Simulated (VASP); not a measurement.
# ZrTiB4 (P6/mmm) in VASP: single point with LDA

Aim: the single point of ZrTiB4 with LDA.

Everything below comes from runs of VASP 6.6.1. Logs are shortened: lines on timing, memory, paths and dates and some standing lists are left out, and cuts for length are marked.

**1. The cell of the first run**

Symmetry: P6/mmm, No. 191, hexagonal system. Conventional cell: a = 3.097 Å, b = 3.097 Å, c = 6.795 Å, α = 90.00°, β = 90.00°, γ = 120.00°. Zr (site symmetry 6/mmm) has 12 B at 2.54 Å and 6 Zr at 3.10 Å and 2 Ti at 3.40 Å within 3.4 Å. Ti (site symmetry 6/mmm) has 12 B at 2.39 Å and 6 Ti at 3.10 Å within 3.2 Å. B (site symmetry 3m) has 3 B at 1.79 Å and 3 Ti at 2.39 Å within 2.4 Å.

**2. Single point, LDA**

INCAR

```
PREC     = Accurate       # precision mode
ENCUT    = 520            # plane-wave cutoff, eV
EDIFF    = 1E-7           # SCF threshold, eV
ISMEAR   = -1             # smearing method
SIGMA    = 0.2            # smearing width, eV
LREAL    = False          # projectors in reciprocal space
LASPH    = True           # aspherical terms in the spheres
NELM     = 60             # most SCF steps
ALGO     = Normal         # electronic algorithm
ISIF     = 2              # what is computed and relaxed
LWAVE    = False          # write WAVECAR
LCHARG   = False          # write CHGCAR
NBANDS   = 27             # bands
```

KPOINTS

```
Automatic mesh
0
Gamma
  9 9 4
```

POSCAR

```
ZrTiB4
1.0
    3.0971250000      0.0000000000      0.0000000000
   -1.5485620000      2.6821890000      0.0000000000
    0.0000000000      0.0000000000      6.7945000000
Zr Ti B
1 1 4
Direct
    0.0000000000      0.0000000000      0.5000000000
    0.0000000000      0.0000000000      0.0000000000
    0.3333333333      0.6666666667      0.7664290000
    0.3333333333      0.6666666667      0.2335710000
    0.6666666667      0.3333333333      0.7664290000
    0.6666666667      0.3333333333      0.2335710000
```

Potentials or basis: VASP PAW LDA potentials, release 64 (Zr_sv, Ti_sv, B).

Command:

```console
cat potpaw_LDA.64/Zr_sv/POTCAR potpaw_LDA.64/Ti_sv/POTCAR potpaw_LDA.64/B/POTCAR > POTCAR
mpirun -np 1 vasp_std > vasp.out
```

OUTCAR:

```text
PREC = Accurate
   ENCUT = 520
   EDIFF = 1E-7
   ISMEAR = -1
   LREAL = False
   LASPH = True
   NELM = 60
   ISIF = 2

 ion  position               nearest neighbor table
   1  0.000  0.000  0.500-   3 2.54   4 2.54   5 2.54   6 2.54   3 2.54   4 2.54   5 2.54   6 2.54
                             5 2.54   6 2.54   3 2.54   4 2.54   2 3.40   2 3.40
   2  0.000  0.000  0.000-   3 2.39   4 2.39   5 2.39   6 2.39   3 2.39   4 2.39   5 2.39   6 2.39
                             5 2.39   6 2.39   3 2.39   4 2.39   1 3.40   1 3.40
   3  0.333  0.667  0.766-   5 1.79   5 1.79   5 1.79   2 2.39   2 2.39   2 2.39   1 2.54   1 2.54
                             1 2.54
   4  0.333  0.667  0.234-   6 1.79   6 1.79   6 1.79   2 2.39   2 2.39   2 2.39   1 2.54   1 2.54
                             1 2.54
   5  0.667  0.333  0.766-   3 1.79   3 1.79   3 1.79   2 2.39   2 2.39   2 2.39   1 2.54   1 2.54
                             1 2.54
   6  0.667  0.333  0.234-   4 1.79   4 1.79   4 1.79   2 2.39   2 2.39   2 2.39   1 2.54   1 2.54
                             1 2.54

  LATTYP: Found a hexagonal cell.
 ALAT       =     3.0971250000
 C/A-ratio  =     2.1938087743

  Lattice vectors:

 A1 = (   3.0971250000,   0.0000000000,   0.0000000000)
 A2 = (  -1.5485620000,   2.6821890000,   0.0000000000)
 A3 = (   0.0000000000,   0.0000000000,   6.7945000000)

Analysis of symmetry for initial positions (statically):
=====================================================================
 Subroutine PRICEL returns:
 Original cell was already a primitive cell.

 Routine SETGRP: Setting up the symmetry group for a
 hexagonal supercell.

 Subroutine GETGRP returns: Found 24 space group operations
 (whereof 24 operations were pure point group operations)
 out of a pool of 24 trial point group operations.

The static configuration has the point symmetry D_6h.

Analysis of symmetry for dynamics (positions and initial velocities):
=====================================================================
 Subroutine PRICEL returns:
 Original cell was already a primitive cell.

 Routine SETGRP: Setting up the symmetry group for a
 hexagonal supercell.

 Subroutine GETGRP returns: Found 24 space group operations
 (whereof 24 operations were pure point group operations)
 out of a pool of 24 trial point group operations.

The dynamic configuration has the point symmetry D_6h.

 Subroutine INISYM returns: Found 24 space group operations
 (whereof 24 operations are pure point group operations),
 and found     1 'primitive' translations

----------------------------------------------------------------------------------------

                                     Primitive cell

  volume of cell :      56.4424

  direct lattice vectors                    reciprocal lattice vectors
     3.097125000  0.000000000  0.000000000     0.322880090  0.186414842  0.000000000
    -1.548562000  2.682189000  0.000000000     0.000000000  0.372829804  0.000000000
     0.000000000  0.000000000  6.794500000     0.000000000  0.000000000  0.147177864

  length of vectors
     3.097125000  3.097124812  6.794500000     0.372829782  0.372829804  0.147177864

  position of ions in fractional coordinates (direct lattice)
     0.000000000  0.000000000  0.500000000
     0.000000000  0.000000000  0.000000000
     0.333333333  0.666666667  0.766429000
     0.333333333  0.666666667  0.233571000
     0.666666667  0.333333333  0.766429000
     0.666666667  0.333333333  0.233571000

  ion indices of the primitive-cell ions
   primitive index   ion index
                 1           1
                 2           2
                 3           3
                 4           4
                 5           5
                 6           6

----------------------------------------------------------------------------------------

 KPOINTS: Automatic mesh

Automatic generation of k-mesh.
 Grid dimensions read from file:
 generate k-points for:    9    9    4

 Generating k-lattice:

  Cartesian coordinates                     Fractional coordinates (reciprocal lattice)
     0.035875566  0.020712760  0.000000000     0.111111111 -0.000000000  0.000000000
     0.000000000  0.041425534  0.000000000     0.000000000  0.111111111  0.000000000
     0.000000000  0.000000000  0.036794466     0.000000000  0.000000000  0.250000000

  Length of vectors
     0.041425531  0.041425534  0.036794466

  Shift w.r.t. Gamma in fractional coordinates (k-lattice)
     0.000000000  0.000000000  0.000000000

 Subroutine IBZKPT returns following result:
 ===========================================

 Found     36 irreducible k-points:

 Following reciprocal coordinates:
            Coordinates               Weight
  0.000000  0.000000  0.000000      1.000000
  0.111111 -0.000000  0.000000      6.000000
  0.222222 -0.000000  0.000000      6.000000
  0.333333  0.000000  0.000000      6.000000
  0.444444 -0.000000  0.000000      6.000000
  0.111111  0.111111  0.000000      6.000000
[... 16 lines left out ...]
  0.333333  0.222222  0.250000     24.000000
  0.333333  0.333333  0.250000      4.000000
 [... further k-points ...]
   k-points           NKPTS =     36   k-points in BZ     NKDIM =     36   number of bands    NBANDS=     27
   number of dos      NEDOS =    301   number of ions     NIONS =      6
   total plane-waves  NPLWV =  31104
   dimension x,y,z NGX =    24 NGY =   24 NGZ =   54
   dimension x,y,z NGXF=    48 NGYF=   48 NGZF=  108
   ions per type =               1   1   4
   NGX,Y,Z   is equivalent  to a cutoff of  12.88, 12.88, 13.21 a.u.
   NGXF,Y,Z  is equivalent  to a cutoff of  25.77, 25.77, 26.43 a.u.
 SYSTEM =  unknown system
   PREC   = accura    normal or accurate (medium, high low for compatibility)
   ISTART =      0    job   : 0-new  1-cont  2-samecut
   ICHARG =      2    charge: 1-file 2-atom 10-const
   ISPIN  =      1    spin polarized calculation?
   LNONCOLLINEAR =      F non collinear calculations
   LSORBIT =      F    spin-orbit coupling
   LASPH  =      T    aspherical Exc in radial PAW
   ENCUT  =  520.0 eV  38.22 Ry    6.18 a.u.   5.76  5.76 12.63*2*pi/ulx,y,z
   NELM   =     60;   NELMIN=  2; NELMDL= -5     # of ELM steps
   EDIFF  = 0.1E-06   stopping-criterion for ELM
   LREAL  =      F    real-space projection
   EDIFFG = 0.1E-05   stopping-criterion for IOM
   NSW    =      0    number of steps for IOM
   IBRION =     -1    ionic relax: 0-MD 1-quasi-New 2-CG
   NFREE  =      0    steps in history (QN), initial steepest desc. (CG)
   ISIF   =      2    stress and relaxation
   ISYM   =      2    0-nonsym 1-usesym 2-fastsym
   POTIM  = 0.5000    time-step for ionic-motion
   TEBEG  =    0.0;   TEEND  =   0.0 temperature during run
   PSTRESS=    0.0 pullay stress
   NELECT =      36.0000    total number of electrons
   NUPDOWN=      -1.0000    fix difference up-down
   EMIN   =  10.00;   EMAX   =-10.00  energy-range for DOS
   EFERMI =   0.00;   METHOD = LEGACY
   ISMEAR =    -1;   SIGMA  =   0.20  broadening in eV -4-tet -1-fermi 0-gaus
   EFERMI_NEDOS =   21; number of points for ismear=-14 and -15
   IALGO  =     38    algorithm
   IMIX   =      4    mixing-type and parameters
     AMIX     =   0.40;   BMIX     =  1.00
     AMIX_MAG =   1.60;   BMIX_MAG =  1.00
  volume/ion in A,a.u.               =       9.41        63.48
  Fermi-wavevector in a.u.,A,eV,Ry     =   1.409204  2.663009 27.019201  1.985855
  Thomas-Fermi vector in A             =   2.531284
   LORBIT       =      0    0 simple, 1 ext, 2 COOP (PROOUT), +10 PAW based schemes
   GGA     = CA    functional components
   LHFCALC =     F    Hartree Fock is set to
   AEXX    =    0.0000 exact exchange contribution
   IVDW    =     0    specifies the selected vdW correction
   LEPSILON=     F    determine dielectric tensor
   LRPA    =     F    only Hartree local field effects (RPA)
 non-spin polarized calculation
  energy-cutoff  :      520.00
  volume of cell :       56.44
 maximum number of plane-waves:      1538
 NGX is ok and might be reduce to    24
   NGX = 11   NGY = 11   NGZ = 25

 number of electron      35.9999997 magnetization

 Free energy of the ion-electron system (eV)
  ---------------------------------------------------
  ext. energy  EPLUGINS =         0.00000000
  ---------------------------------------------------
  free energy    TOTEN  =       -54.26866981 eV

  energy without entropy =      -54.15471962  energy(sigma->0) =      -54.21169471

 E-fermi :  10.1683     XC(G=0): -12.7512

 val. band max:       10.1388371371   @ k =   0.1111  -0.0000   0.0000
 cond. band min:      10.1854449198   @ k =   0.0000   0.0000   0.0000
 fundamental gap:      0.0466077827
 Fermi energy:        10.1682836127

 k-point     1 :       0.0000    0.0000    0.0000
  band No.  band energies     occupation
      1     -46.1284      2.00000
      2     -38.0655      2.00000
      3     -22.9536      2.00000
      4     -22.5893      2.00000
      5     -22.5893      2.00000
      6     -16.6279      2.00000
[... 19 lines left out ...]
     26      14.0091      0.00000
     27      15.6897      0.00000

 k-point     2 :       0.1111   -0.0000    0.0000
  band No.  band energies     occupation
      1     -46.1233      2.00000
      2     -38.0478      2.00000
      3     -22.9457      2.00000
      4     -22.6295      2.00000
      5     -22.5984      2.00000
      6     -16.5986      2.00000
[... 19 lines left out ...]
     26      13.4661      0.00000
     27      16.3315      0.00000

 k-point     3 :       0.2222   -0.0000    0.0000
  band No.  band energies     occupation
      1     -46.1103      2.00000
      2     -38.0024      2.00000
      3     -22.9255      2.00000
      4     -22.7299      2.00000
      5     -22.6213      2.00000
      6     -16.5236      2.00000
[... 594 lines left out ...]
      1     -46.0815      2.00000
      2     -37.9006      2.00000
      3     -22.8803      2.00000
      4     -22.8725      2.00000
      5     -22.7474      2.00000
      6     -16.6967      2.00000
[... 19 lines left out ...]
     26      16.3508      0.00000
     27      16.7374      0.00000

 k-point    24 :       0.3333    0.3333    0.2500
  band No.  band energies     occupation
      1     -46.0789      2.00000
      2     -37.8915      2.00000
      3     -22.8764      2.00000
      4     -22.8222      2.00000
      5     -22.8222      2.00000
      6     -16.5304      2.00000
[... 19 lines left out ...]
     26      15.9608      0.00000
     27      17.9440      0.00000

 [... further k-points ...]
[... 5 lines left out ...]
  --------------------------------------------------------------------------------------
  -------------------------------------------------------------------------------------
  Total       -3.1059207     -3.1059208     -3.7409597     -0.0000006     -0.0000000      0.0000000
  in kB      -88.1648207    -88.1648254   -106.1910702     -0.0000164     -0.0000000      0.0000000
  external PRESSURE =     -94.1735721 kB  Pullay stress =       0.0000000 kB

 VOLUME and BASIS-vectors are now :
 -----------------------------------------------------------------------------
  energy-cutoff  :      520.00
  volume of cell :       56.44
      direct lattice vectors                 reciprocal lattice vectors
     3.097125000  0.000000000  0.000000000     0.322880090  0.186414842  0.000000000
    -1.548562000  2.682189000  0.000000000     0.000000000  0.372829804  0.000000000
     0.000000000  0.000000000  6.794500000     0.000000000  0.000000000  0.147177864

 POSITION                                       TOTAL-FORCE (eV/Angst)
 -----------------------------------------------------------------------------------
      0.00000      0.00000      3.39725         0.000000      0.000000     -0.000000
      0.00000      0.00000      0.00000         0.000000      0.000000     -0.000000
      0.00000      1.78813      5.20750         0.000000      0.000000      0.004375
      0.00000      1.78813      1.58700         0.000000      0.000000     -0.004375
      1.54856      0.89406      5.20750        -0.000000      0.000000      0.004375
      1.54856      0.89406      1.58700        -0.000000      0.000000     -0.004375
 -----------------------------------------------------------------------------------
    total drift:                               -0.000000      0.000000      0.000000

  FREE ENERGIE OF THE ION-ELECTRON SYSTEM (eV)
  ---------------------------------------------------
  free  energy   TOTEN  =       -54.2686698066 eV

  energy  without entropy=      -54.1547196204  energy(sigma->0) =      -54.21169471
```

It took 67 s on 1 thread of Intel Xeon Platinum 8259CL at 2.50GHz (Skylake/Cascade Lake), shared host; peak memory 0.19 GiB.

What came out:

| Quantity | Value |
| --- | --- |
| Free energy | -54.2687 eV |
| Pressure | -9.4 GPa |
| Largest force | 0.004 eV/Å |
| Band gap on the k mesh | zero (band 18 reaches 10.53 eV, above the bottom of band 19 at 10.12 eV) |

Forces on the atoms (eV/Å):
```
Zr   0.000  0.000  0.000
Ti   0.000  0.000  0.000
B    0.000  0.000  0.004
B    0.000  0.000 -0.004
B    0.000  0.000  0.004
B    0.000  0.000 -0.004
```

Levels at points of the mesh, in eV from the Fermi level:
| k point | band 16 | band 17 | band 18 | band 19 | band 20 | band 21 |
| --- | --- | --- | --- | --- | --- | --- |
| (0.00, 0.00, 0.00) | -0.67 | -0.67 | 0.02 | 0.02 | 0.64 | 0.64 |
| (0.00, 0.00, 0.50) | -1.73 | 0.02 | 0.36 | 0.42 | 0.42 | 1.71 |
